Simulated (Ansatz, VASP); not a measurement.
**One calculation of In3Se, two programs**

The input INCAR:

```
SYSTEM = In3Se
PREC = Accurate
ENCUT = 600
EDIFF = 1E-7
ISMEAR = 0
SIGMA = 0.1
LREAL = .False.
LASPH = .True.
NELM = 60
ALGO = Normal
ISIF = 3
LWAVE = .False.
LCHARG = .False.
GGA = PE
IBRION = 2
NSW = 80
EDIFFG = -0.01
```

KPOINTS

```
regular mesh
0
Gamma
  10 10 10
  0 0 0
```

File POSCAR:

```
In3Se
1.0
    4.8037580000      0.0000000000      0.0000000000
    0.0000000000      4.8037580000      0.0000000000
    0.0000000000      0.0000000000      4.8037580000
In Se
3 1
Direct
    0.0000000000      0.5000000000      0.5000000000
    0.5000000000      0.0000000000      0.5000000000
    0.5000000000      0.5000000000      0.0000000000
    0.0000000000      0.0000000000      0.0000000000
```

Input for Ansatz:

```yaml
crystal:
  lattice:
    - [4.803758, 0.0, 0.0]
    - [0.0, 4.803758, 0.0]
    - [0.0, 0.0, 4.803758]
  atoms:
    - { symbol: In, position: [0.0, 0.5, 0.5] }
    - { symbol: In, position: [0.5, 0.0, 0.5] }
    - { symbol: In, position: [0.5, 0.5, 0.0] }
    - { symbol: Se, position: [0.0, 0.0, 0.0] }
basis:
  ecutwfc: 420
kpoints:
  mp_grid: { grid: [10, 10, 10] }
hamiltonian:
  xc: pbe
scf:
  occupations: { method: gaussian, width: 0.1 }
output:
  forces: true
  stress: true
  eigenvalues: true
relax:
  adjacent_minimum: "off"
  f_tol: 0.01
  max_steps: 60
  cell: { stress_tol: 0.05 }
```

Alike in both runs: task relaxation of cell and atoms; functional PBE; k mesh 10 × 10 × 10; occupations gaussian, width 0.1 eV; no spin polarisation.

|  | VASP | Ansatz |
| --- | --- | --- |
| version | VASP 6.6.1 | Ansatz 0.2.0 |
| potentials or method | VASP PAW PBE potentials, release 64 (In_d, Se), cutoff 600 eV | scalar-relativistic, plane waves, PAW |
| valence electrons in the cell | 45 | 55 |

VASP gave:

```
gap on the k mesh at the Fermi level, each at its own relaxed structure (eV) : none
relaxed volume (Å³/atom)                                                     : 27.50
relaxed cell length with the largest relative difference (Å)                 : 4.792
```

**Question.** What did Ansatz give for the same quantities?

**Answer.** gap on the k mesh at the Fermi level, each at its own relaxed structure (eV): none; relaxed volume (Å³/atom): 27.48; relaxed cell length with the largest relative difference (Å): 4.790.

A gap of «none» marks a metal or a gap that the smearing closes. VASP's potentials hold 45 valence electrons a cell and Ansatz's 55, so a difference there can come from the potentials and not from the codes.
